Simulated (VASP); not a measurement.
# Ca (I4/mmm) in VASP: notebook

Ca is run at these levels: PBEsol; tasks: single point.

All numbers are computed with VASP 6.6.1; they aren't measurements. Logs are shortened: lines on timing, memory, paths and dates and some standing lists are left out, and cuts for length are marked.

### 1 The cell of the first run

The structure is tetragonal, space group I4/mmm (No. 139). Conventional cell: a = 3.952 Å, b = 3.952 Å, c = 5.141 Å, α = 90.00°, β = 90.00°, γ = 90.00°. Ca (site symmetry 4/mmm) has 14 Ca at 3.80 to 5.14 Å within 5.2 Å.

### 2 Single point, PBEsol (strain +0.000 along x and y, -0.080 along z)

Input file INCAR:

```
ALGO = Normal
EDIFF = 1E-6
ENCUT = 520
GGA = PS
ISIF = 2
ISMEAR = 0
LASPH = T
LCHARG = T
LELF = T
LREAL = F
LVHAR = T
LWAVE = F
NBANDS = 11
NELM = 80
PREC = Accurate
SIGMA = 0.15
```

Input file KPOINTS:

```
k-points
0
Gamma
  14 14 14
```

Input file POSCAR:

```
Ca
1.0
    0.0000000000      2.7942000000      2.5706640000
    2.7942000000      0.0000000000      2.5706640000
    2.7942000000      2.7942000000      0.0000000000
Ca
1
Direct
    0.0000000000      0.0000000000      0.0000000000
```

Potentials or basis: VASP PAW PBE potentials, release 64 (Ca_sv).

The run is started by

```bash
cat potpaw_PBE.64/Ca_sv/POTCAR > POTCAR
mpirun -np 1 vasp_std > vasp.out
```

OUTCAR:

```text
EDIFF = 1E-6
   ENCUT = 520
   GGA = PS
   ISIF = 2
   ISMEAR = 0
   LASPH = T
   LREAL = F
   NELM = 80
   PREC = Accurate

 ion  position               nearest neighbor table
   1  0.000  0.000  0.000-

  LATTYP: Found a body centered tetragonal cell.
 ALAT       =     3.9515955360
 C/A-ratio  =     1.3010764774

  Lattice vectors:

 A1 = (   0.0000000000,  -2.7942000000,  -2.5706640000)
 A2 = (   0.0000000000,   2.7942000000,  -2.5706640000)
 A3 = (   2.7942000000,   0.0000000000,   2.5706640000)

Analysis of symmetry for initial positions (statically):
=====================================================================
 Subroutine PRICEL returns:
 Original cell was already a primitive cell.

 Routine SETGRP: Setting up the symmetry group for a
 body centered tetragonal supercell.

 Subroutine GETGRP returns: Found 16 space group operations
 (whereof 16 operations were pure point group operations)
 out of a pool of 16 trial point group operations.

The static configuration has the point symmetry D_4h.

Analysis of symmetry for dynamics (positions and initial velocities):
=====================================================================
 Subroutine PRICEL returns:
 Original cell was already a primitive cell.

 Routine SETGRP: Setting up the symmetry group for a
 body centered tetragonal supercell.

 Subroutine GETGRP returns: Found 16 space group operations
 (whereof 16 operations were pure point group operations)
 out of a pool of 16 trial point group operations.

The dynamic configuration has the point symmetry D_4h.

 Subroutine INISYM returns: Found 16 space group operations
 (whereof 16 operations are pure point group operations),
 and found     1 'primitive' translations

----------------------------------------------------------------------------------------

                                     Primitive cell

  volume of cell :      40.1412

  direct lattice vectors                    reciprocal lattice vectors
     0.000000000  2.794200000  2.570664000    -0.178942094  0.178942094  0.194502276
     2.794200000  0.000000000  2.570664000     0.178942094 -0.178942094  0.194502276
     2.794200000  2.794200000  0.000000000     0.178942094  0.178942094 -0.194502276

  length of vectors
     3.796823283  3.796823283  3.951595536     0.319173435  0.319173435  0.319173435

  position of ions in fractional coordinates (direct lattice)
     0.000000000  0.000000000  0.000000000

  ion indices of the primitive-cell ions
   primitive index   ion index
                 1           1

----------------------------------------------------------------------------------------

 KPOINTS: k-points

Automatic generation of k-mesh.
 Grid dimensions read from file:
 generate k-points for:   14   14   14

 Generating k-lattice:

  Cartesian coordinates                     Fractional coordinates (reciprocal lattice)
    -0.012781578  0.012781578  0.013893020     0.071428571  0.000000000  0.000000000
     0.012781578 -0.012781578  0.013893020     0.000000000  0.071428571  0.000000000
     0.012781578  0.012781578 -0.013893020    -0.000000000 -0.000000000  0.071428571

  Length of vectors
     0.022798103  0.022798103  0.022798103

  Shift w.r.t. Gamma in fractional coordinates (k-lattice)
     0.000000000  0.000000000  0.000000000

 Subroutine IBZKPT returns following result:
 ===========================================

 Found    244 irreducible k-points:

 Following reciprocal coordinates:
            Coordinates               Weight
  0.000000  0.000000  0.000000      1.000000
  0.071429  0.000000  0.000000      8.000000
  0.142857  0.000000  0.000000      8.000000
  0.214286  0.000000  0.000000      8.000000
  0.285714  0.000000  0.000000      8.000000
  0.357143  0.000000  0.000000      8.000000
[... 16 lines left out ...]
  0.214286  0.142857  0.000000      8.000000
  0.285714  0.142857  0.000000      8.000000
 [... further k-points ...]
   k-points           NKPTS =    244   k-points in BZ     NKDIM =    244   number of bands    NBANDS=     11
   number of dos      NEDOS =    301   number of ions     NIONS =      1
   total plane-waves  NPLWV =  23520
   dimension x,y,z NGX =    28 NGY =   28 NGZ =   30
   dimension x,y,z NGXF=    56 NGYF=   56 NGZF=   60
   ions per type =               1
   NGX,Y,Z   is equivalent  to a cutoff of  12.26, 12.26, 12.62 a.u.
   NGXF,Y,Z  is equivalent  to a cutoff of  24.52, 24.52, 25.24 a.u.
 SYSTEM =  unknown system
   PREC   = accura    normal or accurate (medium, high low for compatibility)
   ISTART =      0    job   : 0-new  1-cont  2-samecut
   ICHARG =      2    charge: 1-file 2-atom 10-const
   ISPIN  =      1    spin polarized calculation?
   LNONCOLLINEAR =      F non collinear calculations
   LSORBIT =      F    spin-orbit coupling
   LASPH  =      T    aspherical Exc in radial PAW
   ENCUT  =  520.0 eV  38.22 Ry    6.18 a.u.   7.06  7.06  7.35*2*pi/ulx,y,z
   NELM   =     80;   NELMIN=  2; NELMDL= -5     # of ELM steps
   EDIFF  = 0.1E-05   stopping-criterion for ELM
   LREAL  =      F    real-space projection
   EDIFFG = 0.1E-04   stopping-criterion for IOM
   NSW    =      0    number of steps for IOM
   IBRION =     -1    ionic relax: 0-MD 1-quasi-New 2-CG
   NFREE  =      0    steps in history (QN), initial steepest desc. (CG)
   ISIF   =      2    stress and relaxation
   ISYM   =      2    0-nonsym 1-usesym 2-fastsym
   POTIM  = 0.5000    time-step for ionic-motion
   TEBEG  =    0.0;   TEEND  =   0.0 temperature during run
   PSTRESS=    0.0 pullay stress
   NELECT =      10.0000    total number of electrons
   NUPDOWN=      -1.0000    fix difference up-down
   EMIN   =  10.00;   EMAX   =-10.00  energy-range for DOS
   EFERMI =   0.00;   METHOD = LEGACY
   ISMEAR =     0;   SIGMA  =   0.15  broadening in eV -4-tet -1-fermi 0-gaus
   EFERMI_NEDOS =   21; number of points for ismear=-14 and -15
   IALGO  =     38    algorithm
   IMIX   =      4    mixing-type and parameters
     AMIX     =   0.40;   BMIX     =  1.00
     AMIX_MAG =   1.60;   BMIX_MAG =  1.00
  volume/ion in A,a.u.               =      40.14       270.89
  Fermi-wavevector in a.u.,A,eV,Ry     =   1.030097  1.946601 14.437136  1.061100
  Thomas-Fermi vector in A             =   2.164178
   LORBIT       =      0    0 simple, 1 ext, 2 COOP (PROOUT), +10 PAW based schemes
   GGA     = PS    functional components
   LHFCALC =     F    Hartree Fock is set to
   AEXX    =    0.0000 exact exchange contribution
   IVDW    =     0    specifies the selected vdW correction
   LEPSILON=     F    determine dielectric tensor
   LRPA    =     F    only Hartree local field effects (RPA)
 non-spin polarized calculation
 Gauss-broadening in eV      SIGMA  =   0.15
  energy-cutoff  :      520.00
  volume of cell :       40.14
 maximum number of plane-waves:      1106
   NGX = 15   NGY = 15   NGZ = 15

 number of electron      10.0000001 magnetization

 Free energy of the ion-electron system (eV)
  ---------------------------------------------------
  ext. energy  EPLUGINS =         0.00000000
  ---------------------------------------------------
  free energy    TOTEN  =        -2.13792138 eV

  energy without entropy =       -2.12287986  energy(sigma->0) =       -2.13040062

 E-fermi :   2.0925     XC(G=0):  -7.9703

 val. band max:        2.0811834304   @ k =  -0.2857   0.4286   0.1429
 cond. band min:       2.0942032781   @ k =  -0.2857   0.3571   0.2857
 fundamental gap:      0.0130198477
 Fermi energy:         2.0925184532

 k-point     1 :       0.0000    0.0000    0.0000
  band No.  band energies     occupation
      1     -39.6352      2.00000
      2     -20.6225      2.00000
      3     -20.6225      2.00000
      4     -20.6143      2.00000
      5      -2.0326      2.00000
      6       4.3808      0.00000
      7       4.3808      0.00000
      8       4.7493      0.00000
      9       5.3586      0.00000
     10       5.8285      0.00000
     11      11.5008      0.00000

 k-point     2 :       0.0714    0.0000    0.0000
  band No.  band energies     occupation
      1     -39.6344      2.00000
      2     -20.6293      2.00000
      3     -20.6242      2.00000
      4     -20.6168      2.00000
      5      -1.9409      2.00000
      6       4.3271      0.00000
      7       4.4128      0.00000
      8       4.7384      0.00000
      9       5.3375      0.00000
     10       5.7891      0.00000
     11      11.6176      0.00000

 k-point     3 :       0.1429    0.0000    0.0000
  band No.  band energies     occupation
      1     -39.6319      2.00000
      2     -20.6524      2.00000
      3     -20.6288      2.00000
      4     -20.6196      2.00000
      5      -1.6710      2.00000
      6       4.1084      0.00000
      7       4.4724      0.00000
      8       4.7749      0.00000
      9       5.3225      0.00000
     10       5.7042      0.00000
     11      11.5268      0.00000

 k-point     4 :       0.2143    0.0000    0.0000
  band No.  band energies     occupation
      1     -39.6283      2.00000
      2     -20.6866      2.00000
      3     -20.6354      2.00000
      4     -20.6224      2.00000
      5      -1.2379      2.00000
      6       3.7467      0.00000
      7       4.4646      0.00000
      8       4.8346      0.00000
      9       5.4326      0.00000
     10       5.6672      0.00000
     11      10.4127      0.00000
[... 239 lines left out ...]
 k-point    22 :       0.1429    0.1429    0.0000
  band No.  band energies     occupation
      1     -39.6300      2.00000
      2     -20.6472      2.00000
      3     -20.6372      2.00000
      4     -20.6372      2.00000
      5      -1.4987      2.00000
      6       4.1743      0.00000
      7       4.5448      0.00000
      8       4.5448      0.00000
      9       5.4330      0.00000
     10       5.5262      0.00000
     11      12.0315      0.00000

 k-point    23 :       0.2143    0.1429    0.0000
  band No.  band energies     occupation
      1     -39.6271      2.00000
      2     -20.6736      2.00000
      3     -20.6447      2.00000
      4     -20.6386      2.00000
      5      -1.1572      2.00000
      6       3.8527      0.00000
      7       4.6155      0.00000
      8       4.6751      0.00000
      9       5.2492      0.00000
     10       5.6355      0.00000
     11      11.2310      0.00000

 k-point    24 :       0.2857    0.1429    0.0000
  band No.  band energies     occupation
      1     -39.6234      2.00000
      2     -20.7077      2.00000
      3     -20.6526      2.00000
      4     -20.6400      2.00000
      5      -0.6683      2.00000
      6       3.4701      0.00000
      7       4.6089      0.00000
      8       4.6572      0.00000
      9       5.2860      0.00000
     10       5.8501      0.00000
     11      10.0379      0.00000

 [... further k-points ...]

------------------------ aborting loop because EDIFF is reached ----------------------------------------

  FORCE on cell =-STRESS in cart. coord.  units (eV):
  Direction    XX          YY          ZZ          XY          YZ          ZX
  --------------------------------------------------------------------------------------
  -------------------------------------------------------------------------------------
  Total        0.0143981      0.0143981      0.1110454      0.0000000      0.0000000     -0.0000000
  in kB        0.5746811      0.5746811      4.4322173      0.0000000      0.0000000     -0.0000000
  external PRESSURE =       1.8605265 kB  Pullay stress =       0.0000000 kB

 VOLUME and BASIS-vectors are now :
 -----------------------------------------------------------------------------
  energy-cutoff  :      520.00
  volume of cell :       40.14
      direct lattice vectors                 reciprocal lattice vectors
     0.000000000  2.794200000  2.570664000    -0.178942094  0.178942094  0.194502276
     2.794200000  0.000000000  2.570664000     0.178942094 -0.178942094  0.194502276
     2.794200000  2.794200000  0.000000000     0.178942094  0.178942094 -0.194502276

 POSITION                                       TOTAL-FORCE (eV/Angst)
 -----------------------------------------------------------------------------------
      0.00000      0.00000      0.00000        -0.000000      0.000000      0.000000
 -----------------------------------------------------------------------------------
    total drift:                               -0.000000     -0.000000     -0.000000

  FREE ENERGIE OF THE ION-ELECTRON SYSTEM (eV)
  ---------------------------------------------------
  free  energy   TOTEN  =        -2.1379213796 eV

  energy  without entropy=       -2.1228798643  energy(sigma->0) =       -2.13040062
```

Wall time 29 s (1 thread of Intel Xeon 6975P-C (Granite Rapids), shared host); peak memory 0.24 GiB.

What came out:

```
Free energy            : -2.1379 eV
Pressure               : 0.2 GPa
Band gap on the k mesh : zero (bands 5 and 6 overlap by 0.26 eV)
```

Levels at points of the mesh, in eV from the Fermi level:
```tsv
k point	band 3	band 4	band 5	band 6	band 7	band 8
(0.00, 0.00, 0.00)	-22.72	-22.71	-4.13	2.29	2.29	2.66
(0.50, 0.00, 0.00)	-22.75	-22.72	-1.02	-0.11	2.02	2.53
(0.50, 0.50, 0.00)	-22.79	-22.79	-0.36	0.40	1.66	4.25
(0.50, 0.00, 0.50)	-22.77	-22.75	-0.60	0.63	0.78	4.21
```

Caveat: the cell differs from its parent crystal (strain +0.000 along x and y, -0.080 along z); the PAW data sets were made with another functional, which shifts forces and pressure a little.

### 3 Single point, PBEsol (strain +0.000 along x and y, -0.040 along z)

Input file INCAR:

```
SYSTEM = Ca
PREC = Accurate
ENCUT = 520
EDIFF = 1E-6
ISMEAR = 0
SIGMA = 0.15
LREAL = .False.
LASPH = .True.
NELM = 100
ALGO = Normal
ISIF = 2
LWAVE = .False.
LCHARG = .False.
GGA = PS
NBANDS = 11
```

Input file KPOINTS:

```
Automatic mesh
0
Gamma
  14 14 14
  0 0 0
```

Input file POSCAR:

```
Ca
1.0
    0.0000000000      2.7942000000      2.6824320000
    2.7942000000      0.0000000000      2.6824320000
    2.7942000000      2.7942000000      0.0000000000
Ca
1
Direct
    0.0000000000      0.0000000000      0.0000000000
```

Potentials or basis: VASP PAW PBE potentials, release 64 (Ca_sv).

The run is started by

```bash
cat potpaw_PBE.64/Ca_sv/POTCAR > POTCAR
mpirun -np 1 vasp_std > vasp.out
```

Wall time 36 s (1 thread of Intel Xeon 6975P-C (Granite Rapids), shared host); peak memory 0.25 GiB.

Results (log left out):

| Property | Result |
| --- | --- |
| Free energy | -2.1387 eV |
| Pressure | -0.6 GPa |
| Band gap on the k mesh | zero (bands 5 and 6 overlap by 0.31 eV) |

Stress tensor (GPa, compression positive):
```
-0.63  0.00  0.00
 0.00 -0.63  0.00
 0.00  0.00 -0.38
```

Levels at points of the mesh, in eV from the Fermi level:
```csv
k point,band 3,band 4,band 5,band 6,band 7,band 8
"(0.00, 0.00, 0.00)",-22.81,-22.81,-4.05,2.28,2.28,2.46
"(0.50, 0.00, 0.00)",-22.84,-22.83,-1.00,-0.15,2.11,2.34
"(0.50, 0.50, 0.00)",-22.87,-22.87,-0.39,0.50,1.25,4.11
"(0.50, 0.00, 0.50)",-22.87,-22.86,-0.51,0.60,0.85,4.11
```

Caveat: the cell differs from its parent crystal (strain +0.000 along x and y, -0.040 along z); the PAW data sets were made with another functional, which shifts forces and pressure a little.
